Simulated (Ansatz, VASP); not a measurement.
## Two plane-wave programs on GaSb

INCAR

```
SYSTEM = GaSb
PREC = Accurate
ENCUT = 520
EDIFF = 1E-6
ISMEAR = 0
SIGMA = 0.15
LREAL = .FALSE.
LASPH = .TRUE.
NELM = 100
ALGO = Normal
ISIF = 2
LWAVE = .FALSE.
LCHARG = .FALSE.
GGA = PE
NBANDS = 16
```

KPOINTS

```
Automatic mesh
0
G
  16 16 16
  0 0 0
```

Contents of POSCAR:

```
GaSb
1.0
    0.0000000000      3.1069206316      3.1069206316
    3.4176126948      0.0000000000      3.1069206316
    3.4176126948      3.1069206316      0.0000000000
Ga Sb
1 1
Direct
    0.0000000000      0.0000000000      0.0000000000
    0.7500000000      0.7500000000      0.7500000000
```

Input for Ansatz:

```yaml
crystal:
  lattice:
    - [0.0, 3.1069206316, 3.1069206316]
    - [3.4176126948, 0.0, 3.1069206316]
    - [3.4176126948, 3.1069206316, 0.0]
  atoms:
    - { symbol: Ga, position: [0.0, 0.0, 0.0] }
    - { symbol: Sb, position: [0.75, 0.75, 0.75] }
basis:
  ecutwfc: 420
kpoints:
  mp_grid: { grid: [16, 16, 16] }
hamiltonian:
  xc: pbe
scf:
  occupations: { method: gaussian, width: 0.15 }
output:
  forces: true
  stress: true
  eigenvalues: true
```

Change from the starting cell: strain +0.1000 x Voigt [1, 0, 0, 0, 0, 0], atoms carried along.

Alike in both runs: task single point; functional PBE; k mesh 16 × 16 × 16; occupations gaussian, width 0.15 eV; no spin polarisation.

|  | VASP | Ansatz |
| --- | --- | --- |
| version | VASP 6.6.1 | Ansatz 0.2.0 |
| potentials or method | VASP PAW PBE potentials, release 64 (Ga_d, Sb), cutoff 520 eV | scalar-relativistic, plane waves, PAW |
| valence electrons in the cell | 18 | 28 |

|  | VASP | Ansatz | Ansatz less VASP |
| --- | --- | --- | --- |
| gap on the k mesh at the Fermi level (eV) | none | none | - |
| pressure (GPa) | -3.3 | -3.4 | -0.05 |
| traceless stress, the component that is largest in VASP (GPa) | -2.73 | -2.74 | -0.006 |

A gap of «none» marks a metal or a gap that the smearing closes. With one functional, cell and mesh, what is left measures potentials, basis and numerics. VASP's potentials hold 18 valence electrons a cell and Ansatz's 28, so a difference there can come from the potentials and not from the codes.

Spin-orbit coupling is off throughout.
